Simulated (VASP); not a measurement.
# AlN (F-43m) in VASP: further runs

The runs below take AlN through single point, relaxation of cell and atoms, with r2SCAN+D3(BJ), PBE, r2SCAN, HSE06, PBE0.

Everything below comes from runs of VASP 6.6.1. Logs are shortened: lines on timing, memory, paths and dates and some standing lists are left out, and cuts for length are marked.

**1. The cell of the first run**

It takes space group F-43m (No. 216, cubic). The conventional cell has a = 4.454 Å, b = 4.454 Å, c = 4.454 Å, α = 90.00°, β = 90.00°, γ = 90.00°. Within 2.6 Å of Al (site symmetry -43m) lie 4 N at 1.93 Å. Within 2.6 Å of N (site symmetry -43m) lie 4 Al at 1.93 Å.

**2. Single point, r2SCAN+D3(BJ)**

Contents of POSCAR:

```
AlN
1.0
    0.0000000000      2.2268278375      2.2268278375
    2.2268278375      0.0000000000      2.2268278375
    2.2268278375      2.2268278375      0.0000000000
Al N
1 1
Direct
    0.0000000000      0.0000000000      0.0000000000
    0.2500000000      0.2500000000      0.2500000000
```

Contents of INCAR.step1:

```
ALGO     = Normal         # electronic algorithm
EDIFF    = 1E-4           # SCF threshold, eV
ENCUT    = 520            # plane-wave cutoff, eV
GGA      = PE             # functional
ISMEAR   = -1             # smearing method
LASPH    = T              # aspherical terms in the spheres
LCHARG   = F              # write CHGCAR
LREAL    = F              # projectors in reciprocal space
LWAVE    = T              # write WAVECAR
NBANDS   = 11             # bands
NELM     = 80             # most SCF steps
PREC     = Accurate       # precision mode
SIGMA    = 0.05           # smearing width, eV
```

Contents of INCAR.step2:

```
ALGO     = Normal         # electronic algorithm
EDIFF    = 1E-6           # SCF threshold, eV
ENCUT    = 520            # plane-wave cutoff, eV
ISIF     = 2              # what is computed and relaxed
ISMEAR   = -1             # smearing method
ISTART   = 1            
IVDW     = 12             # dispersion correction
LASPH    = T              # aspherical terms in the spheres
LCHARG   = F              # write CHGCAR
LMIXTAU  = T            
LREAL    = F              # projectors in reciprocal space
LWAVE    = F              # write WAVECAR
METAGGA  = R2SCAN         # meta-GGA
NBANDS   = 11             # bands
NELM     = 80             # most SCF steps
PREC     = Accurate       # precision mode
SIGMA    = 0.05           # smearing width, eV
VDW_A1   = 0.49484001   
VDW_A2   = 5.73083694   
VDW_S6   = 1.0          
VDW_S8   = 0.78981345
```

Contents of KPOINTS:

```
k-points
0
Gamma
  10 10 10
```

Potentials or basis: VASP PAW PBE potentials, release 64 (Al, N).

Launch:

```sh
$ cat potpaw_PBE.64/Al/POTCAR potpaw_PBE.64/N/POTCAR > POTCAR
$ cp INCAR.step1 INCAR
$ mpirun -np 1 vasp_std > vasp.out
$ cp INCAR.step2 INCAR
$ mpirun -np 1 vasp_std > vasp.out
```

OUTCAR:

```text
EDIFF = 1E-6
   ENCUT = 520
   ISIF = 2
   ISMEAR = -1
   ISTART = 1
   IVDW = 12
   LASPH = T
   LREAL = F
   METAGGA = R2SCAN
   NELM = 80
   PREC = Accurate
 IVDW          = 12

 ion  position               nearest neighbor table
   1  0.000  0.000  0.000-   2 1.93   2 1.93   2 1.93   2 1.93
   2  0.250  0.250  0.250-   1 1.93   1 1.93   1 1.93   1 1.93

  LATTYP: Found a face centered cubic cell.
 ALAT       =     4.4536556750

  Lattice vectors:

 A1 = (   0.0000000000,   2.2268278375,   2.2268278375)
 A2 = (   2.2268278375,   0.0000000000,   2.2268278375)
 A3 = (   2.2268278375,   2.2268278375,   0.0000000000)

Analysis of symmetry for initial positions (statically):
=====================================================================
 Subroutine PRICEL returns:
 Original cell was already a primitive cell.

 Routine SETGRP: Setting up the symmetry group for a
 face centered cubic supercell.

 Subroutine GETGRP returns: Found 24 space group operations
 (whereof 24 operations were pure point group operations)
 out of a pool of 48 trial point group operations.

The static configuration has the point symmetry T_d .

Analysis of symmetry for dynamics (positions and initial velocities):
=====================================================================
 Subroutine PRICEL returns:
 Original cell was already a primitive cell.

 Routine SETGRP: Setting up the symmetry group for a
 face centered cubic supercell.

 Subroutine GETGRP returns: Found 24 space group operations
 (whereof 24 operations were pure point group operations)
 out of a pool of 48 trial point group operations.

The dynamic configuration has the point symmetry T_d .

 Subroutine INISYM returns: Found 24 space group operations
 (whereof 24 operations are pure point group operations),
 and found     1 'primitive' translations

----------------------------------------------------------------------------------------

                                     Primitive cell

  volume of cell :      22.0846

  direct lattice vectors                    reciprocal lattice vectors
     0.000000000  2.226827838  2.226827838    -0.224534646  0.224534646  0.224534646
     2.226827838  0.000000000  2.226827838     0.224534646 -0.224534646  0.224534646
     2.226827838  2.226827838  0.000000000     0.224534646  0.224534646 -0.224534646

  length of vectors
[... 86 lines left out ...]
   IBRION =     -1    ionic relax: 0-MD 1-quasi-New 2-CG
   NFREE  =      0    steps in history (QN), initial steepest desc. (CG)
   ISIF   =      2    stress and relaxation
   ISYM   =      2    0-nonsym 1-usesym 2-fastsym
   POTIM  = 0.5000    time-step for ionic-motion
   TEBEG  =    0.0;   TEEND  =   0.0 temperature during run
   PSTRESS=    0.0 pullay stress
   NELECT =       8.0000    total number of electrons
   NUPDOWN=      -1.0000    fix difference up-down
   EMIN   =  10.00;   EMAX   =-10.00  energy-range for DOS
   EFERMI =   0.00;   METHOD = LEGACY
   ISMEAR =    -1;   SIGMA  =   0.05  broadening in eV -4-tet -1-fermi 0-gaus
   EFERMI_NEDOS =   21; number of points for ismear=-14 and -15
   IALGO  =     38    algorithm
   IMIX   =      4    mixing-type and parameters
     AMIX     =   0.40;   BMIX     =  1.00
     AMIX_MAG =   1.60;   BMIX_MAG =  1.00
  volume/ion in A,a.u.               =      11.04        74.52
  Fermi-wavevector in a.u.,A,eV,Ry     =   1.167011  2.205331 18.529966  1.361914
  Thomas-Fermi vector in A             =   2.303516
   LORBIT       =      0    0 simple, 1 ext, 2 COOP (PROOUT), +10 PAW based schemes
   METAGGA = R2SCAN    functional components
   LHFCALC =     F    Hartree Fock is set to
   AEXX    =    0.0000 exact exchange contribution
   IVDW    =    12    specifies the selected vdW correction
   LEPSILON=     F    determine dielectric tensor
   LRPA    =     F    only Hartree local field effects (RPA)
 non-spin polarized calculation
  energy-cutoff  :      520.00
  volume of cell :       22.08
 maximum number of plane-waves:       610
   NGX = 11   NGY = 11   NGZ = 11

 number of electron       8.0000002 magnetization

 Free energy of the ion-electron system (eV)
  ---------------------------------------------------
  ext. energy  EPLUGINS =         0.00000000
  ---------------------------------------------------
  free energy    TOTEN  =       -19.13485766 eV

  energy without entropy =      -19.13485766  energy(sigma->0) =      -19.13485766

 E-fermi :   6.1597     XC(G=0): -11.1574

 val. band max:        5.1630402639   @ k =   0.0000   0.0000   0.0000
 cond. band min:       9.0497038639   @ k =   0.5000   0.5000   0.0000
 fundamental gap:      3.8866636000
 Fermi energy:         6.1597042316

 k-point     1 :       0.0000    0.0000    0.0000
  band No.  band energies     occupation
      1     -10.2482      2.00000
      2       5.1630      2.00000
      3       5.1630      2.00000
      4       5.1630      2.00000
      5       9.5208      0.00000
      6      18.0955      0.00000
      7      18.0955      0.00000
      8      18.0955      0.00000
      9      23.2192      0.00000
     10      23.2192      0.00000
     11      24.8056      0.00000
[... 309 lines left out ...]
 k-point    24 :       0.4000    0.3000    0.0000
  band No.  band energies     occupation
      1      -8.4154      2.00000
      2       1.0932      2.00000
      3       3.5056      2.00000
      4       3.7850      2.00000
      5      10.5876      0.00000
      6      15.1678      0.00000
      7      17.7514      0.00000
      8      20.1911      0.00000
      9      20.7131      0.00000
     10      26.9241      0.00000
     11      28.9859      0.00000

 [... further k-points ...]

------------------------ aborting loop because EDIFF is reached ----------------------------------------

 Edisp (eV)   -0.23902

 E8    (eV) :    -0.0718

  FORCE on cell =-STRESS in cart. coord.  units (eV):
  Direction    XX          YY          ZZ          XY          YZ          ZX
  --------------------------------------------------------------------------------------
  -------------------------------------------------------------------------------------
  Total      -1.77442    -1.77442    -1.77442    -0.00000    -0.00000    -0.00000
  in kB    -128.72901  -128.72901  -128.72901    -0.00000    -0.00000    -0.00000
  external pressure =     -128.73 kB  Pullay stress =        0.00 kB

 VOLUME and BASIS-vectors are now :
 -----------------------------------------------------------------------------
  energy-cutoff  :      520.00
  volume of cell :       22.08
      direct lattice vectors                 reciprocal lattice vectors
     0.000000000  2.226827838  2.226827838    -0.224534646  0.224534646  0.224534646
     2.226827838  0.000000000  2.226827838     0.224534646 -0.224534646  0.224534646
     2.226827838  2.226827838  0.000000000     0.224534646  0.224534646 -0.224534646

 POSITION                                       TOTAL-FORCE (eV/Angst)
 -----------------------------------------------------------------------------------
      0.00000      0.00000      0.00000        -0.000000     -0.000000     -0.000000
      1.11341      1.11341      1.11341         0.000000      0.000000      0.000000
 -----------------------------------------------------------------------------------
    total drift:                                0.000003      0.000003      0.000003

  FREE ENERGIE OF THE ION-ELECTRON SYSTEM (eV)
  ---------------------------------------------------
  free  energy   TOTEN  =       -19.3738742463 eV

  energy  without entropy=      -19.3738742462  energy(sigma->0) =      -19.37387425
```

Run time: 24 s. Hardware: 1 thread of AMD EPYC 9R45 (Zen 5), shared host; peak memory 0.12 GiB.

What came out:

```yaml
Free_energy: -19.3739 eV
Pressure: -12.9 GPa
Band_gap_on_the_k_mesh: 3.89 eV, indirect (least direct gap 4.36 eV)
Dispersion_energy_per_atom: -0.120 eV
```

Caveat: the PAW data sets were made with another functional, which shifts forces and pressure a little.

[end of part 1 of 3]
